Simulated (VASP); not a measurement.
# SiC (zincblende type) (F-43m) in VASP: single point with LDA

Aim: the single point of SiC (zincblende type) with LDA.

All numbers are computed with VASP 6.6.1; they aren't measurements. Logs are shortened: lines on timing, memory, paths and dates and some standing lists are left out, and cuts for length are marked.

### 1 The cell of the first run

Symmetry: F-43m, No. 216, cubic system. Conventional cell: a = 4.329 Å, b = 4.329 Å, c = 4.329 Å, α = 90.00°, β = 90.00°, γ = 90.00°. Si (site symmetry -43m) has 4 C at 1.87 Å within 2.5 Å. C (site symmetry -43m) has 4 Si at 1.87 Å within 2.5 Å.

### 2 Single point, LDA (volume scaled by 1, core large)

INCAR

```
SYSTEM = SiC
  ALGO = Normal
  EDIFF = 1E-7
  ENCUT = 520
  GGA = CA
  ISIF = 2
  ISMEAR = -1
  LASPH = .TRUE.
  LCHARG = .FALSE.
  LREAL = .FALSE.
  LWAVE = .FALSE.
  NBANDS = 11
  NELM = 80
  PREC = Accurate
  SIGMA = 0.05
```

KPOINTS

```
k-points
0
G
  17 17 17
  0 0 0
```

POSCAR

```
SiC
1.0
    0.0000000000      2.1644310222      2.1644310222
    2.1644310222      0.0000000000      2.1644310222
    2.1644310222      2.1644310222      0.0000000000
Si C
1 1
Direct
    0.0000000000      0.0000000000      0.0000000000
    0.2500000000      0.2500000000      0.2500000000
```

Potentials or basis: VASP PAW LDA potentials, release 64 (Si, C).

Started as:

```sh
cat potpaw_LDA.64/Si/POTCAR potpaw_LDA.64/C/POTCAR > POTCAR
mpirun -np 1 vasp_std > vasp.out
```

OUTCAR:

```text
SYSTEM = SiC
   EDIFF = 1E-7
   ENCUT = 520
   GGA = CA
   ISIF = 2
   ISMEAR = -1
   LASPH = .TRUE.
   LREAL = .FALSE.
   NELM = 80
   PREC = Accurate

 ion  position               nearest neighbor table
   1  0.000  0.000  0.000-   2 1.87   2 1.87   2 1.87   2 1.87
   2  0.250  0.250  0.250-   1 1.87   1 1.87   1 1.87   1 1.87

  LATTYP: Found a face centered cubic cell.
 ALAT       =     4.3288620444

  Lattice vectors:

 A1 = (   0.0000000000,   2.1644310222,   2.1644310222)
 A2 = (   2.1644310222,   0.0000000000,   2.1644310222)
 A3 = (   2.1644310222,   2.1644310222,   0.0000000000)

Analysis of symmetry for initial positions (statically):
=====================================================================
 Subroutine PRICEL returns:
 Original cell was already a primitive cell.

 Routine SETGRP: Setting up the symmetry group for a
 face centered cubic supercell.

 Subroutine GETGRP returns: Found 24 space group operations
 (whereof 24 operations were pure point group operations)
 out of a pool of 48 trial point group operations.

The static configuration has the point symmetry T_d .

Analysis of symmetry for dynamics (positions and initial velocities):
=====================================================================
 Subroutine PRICEL returns:
 Original cell was already a primitive cell.

 Routine SETGRP: Setting up the symmetry group for a
 face centered cubic supercell.

 Subroutine GETGRP returns: Found 24 space group operations
 (whereof 24 operations were pure point group operations)
 out of a pool of 48 trial point group operations.

The dynamic configuration has the point symmetry T_d .

 Subroutine INISYM returns: Found 24 space group operations
 (whereof 24 operations are pure point group operations),
 and found     1 'primitive' translations

----------------------------------------------------------------------------------------

                                     Primitive cell

  volume of cell :      20.2797

  direct lattice vectors                    reciprocal lattice vectors
     0.000000000  2.164431022  2.164431022    -0.231007593  0.231007593  0.231007593
     2.164431022  0.000000000  2.164431022     0.231007593 -0.231007593  0.231007593
     2.164431022  2.164431022  0.000000000     0.231007593  0.231007593 -0.231007593

  length of vectors
     3.060967706  3.060967706  3.060967706     0.400116887  0.400116887  0.400116887

  position of ions in fractional coordinates (direct lattice)
     0.000000000  0.000000000  0.000000000
     0.250000000  0.250000000  0.250000000

[... 79 lines left out ...]
   NSW    =      0    number of steps for IOM
   IBRION =     -1    ionic relax: 0-MD 1-quasi-New 2-CG
   NFREE  =      0    steps in history (QN), initial steepest desc. (CG)
   ISIF   =      2    stress and relaxation
   ISYM   =      2    0-nonsym 1-usesym 2-fastsym
   POTIM  = 0.5000    time-step for ionic-motion
   TEBEG  =    0.0;   TEEND  =   0.0 temperature during run
   PSTRESS=    0.0 pullay stress
   NELECT =       8.0000    total number of electrons
   NUPDOWN=      -1.0000    fix difference up-down
   EMIN   =  10.00;   EMAX   =-10.00  energy-range for DOS
   EFERMI =   0.00;   METHOD = LEGACY
   ISMEAR =    -1;   SIGMA  =   0.05  broadening in eV -4-tet -1-fermi 0-gaus
   EFERMI_NEDOS =   21; number of points for ismear=-14 and -15
   IALGO  =     38    algorithm
   IMIX   =      4    mixing-type and parameters
     AMIX     =   0.40;   BMIX     =  1.00
     AMIX_MAG =   1.60;   BMIX_MAG =  1.00
  volume/ion in A,a.u.               =      10.14        68.43
  Fermi-wavevector in a.u.,A,eV,Ry     =   1.200654  2.268906 19.613739  1.441569
  Thomas-Fermi vector in A             =   2.336484
   LORBIT       =      0    0 simple, 1 ext, 2 COOP (PROOUT), +10 PAW based schemes
   GGA     = CA    functional components
   LHFCALC =     F    Hartree Fock is set to
   AEXX    =    0.0000 exact exchange contribution
   IVDW    =     0    specifies the selected vdW correction
   LEPSILON=     F    determine dielectric tensor
   LRPA    =     F    only Hartree local field effects (RPA)
 non-spin polarized calculation
  energy-cutoff  :      520.00
  volume of cell :       20.28
 maximum number of plane-waves:       560
   NGX = 11   NGY = 11   NGZ = 11

 number of electron       8.0000000 magnetization

 Free energy of the ion-electron system (eV)
  ---------------------------------------------------
  ext. energy  EPLUGINS =         0.00000000
  ---------------------------------------------------
  free energy    TOTEN  =       -16.64265850 eV

  energy without entropy =      -16.64265848  energy(sigma->0) =      -16.64265849

 E-fermi :   8.9896     XC(G=0): -11.6424

 val. band max:        8.2921163440   @ k =   0.0000   0.0000   0.0000
 cond. band min:       9.6207352672   @ k =   0.4706   0.4706   0.0000
 fundamental gap:      1.3286189232
 Fermi energy:         8.9896353788

 k-point     1 :       0.0000    0.0000    0.0000
  band No.  band energies     occupation
      1      -7.1817      2.00000
      2       8.2921      2.00000
      3       8.2921      2.00000
      4       8.2921      2.00000
      5      14.8217      0.00000
      6      15.6237      0.00000
      7      15.6237      0.00000
      8      15.6237      0.00000
      9      22.8690      0.00000
     10      22.8690      0.00000
     11      24.7771      0.00000
[... 309 lines left out ...]
 k-point    24 :      -0.1176    0.0588    0.0000
  band No.  band energies     occupation
      1      -6.7468      2.00000
      2       6.5160      2.00000
      3       7.6137      2.00000
      4       8.2008      2.00000
      5      15.0833      0.00000
      6      15.8412      0.00000
      7      15.9038      0.00000
      8      16.7334      0.00000
      9      20.7588      0.00000
     10      21.8907      0.00000
     11      24.8682      0.00000

 [... further k-points ...]
[... 5 lines left out ...]
  --------------------------------------------------------------------------------------
  -------------------------------------------------------------------------------------
  Total        0.0537325      0.0537325      0.0537325     -0.0000000      0.0000000      0.0000000
  in kB        4.2450863      4.2450863      4.2450863     -0.0000000      0.0000000      0.0000000
  external PRESSURE =       4.2450863 kB  Pullay stress =       0.0000000 kB

 VOLUME and BASIS-vectors are now :
 -----------------------------------------------------------------------------
  energy-cutoff  :      520.00
  volume of cell :       20.28
      direct lattice vectors                 reciprocal lattice vectors
     0.000000000  2.164431022  2.164431022    -0.231007593  0.231007593  0.231007593
     2.164431022  0.000000000  2.164431022     0.231007593 -0.231007593  0.231007593
     2.164431022  2.164431022  0.000000000     0.231007593  0.231007593 -0.231007593

 POSITION                                       TOTAL-FORCE (eV/Angst)
 -----------------------------------------------------------------------------------
      0.00000      0.00000      0.00000         0.000000      0.000000      0.000000
      1.08222      1.08222      1.08222        -0.000000     -0.000000     -0.000000
 -----------------------------------------------------------------------------------
    total drift:                                0.000000      0.000000      0.000000

  FREE ENERGIE OF THE ION-ELECTRON SYSTEM (eV)
  ---------------------------------------------------
  free  energy   TOTEN  =       -16.6426584973 eV

  energy  without entropy=      -16.6426584846  energy(sigma->0) =      -16.64265849
```

stdout:

```text
POSCAR found type information on POSCAR SiC
 POSCAR found :  2 types and       2 ions
 scaLAPACK will be used
 LDA part: xc-table for (Slater(with rela. corr.)+CA(PZ))
 , standard interpolation
 POSCAR, INCAR and KPOINTS ok, starting setup
 FFT: planning ... GRIDC
 FFT: planning ... GRID_SOFT
 FFT: planning ... GRID
 WAVECAR not read
 entering main loop
```

Run time: 15 s. Hardware: 1 thread of Intel Xeon 6975P-C, shared host; peak memory 0.15 GiB.

What came out:

- Free energy: -16.6427 eV
- Pressure: 0.4 GPa
- Band gap on the k mesh: 1.33 eV, indirect (least direct gap 4.54 eV)

Levels at points of the mesh, in eV from the valence-band top:
```csv
k point,band 1,band 2,band 3,band 4,band 5,band 6,band 7,band 8,band 9
"(0.00, 0.00, 0.00)",-15.47,0.00,0.00,0.00,6.53,7.33,7.33,7.33,14.58
```

 A k mesh can miss the band edges.
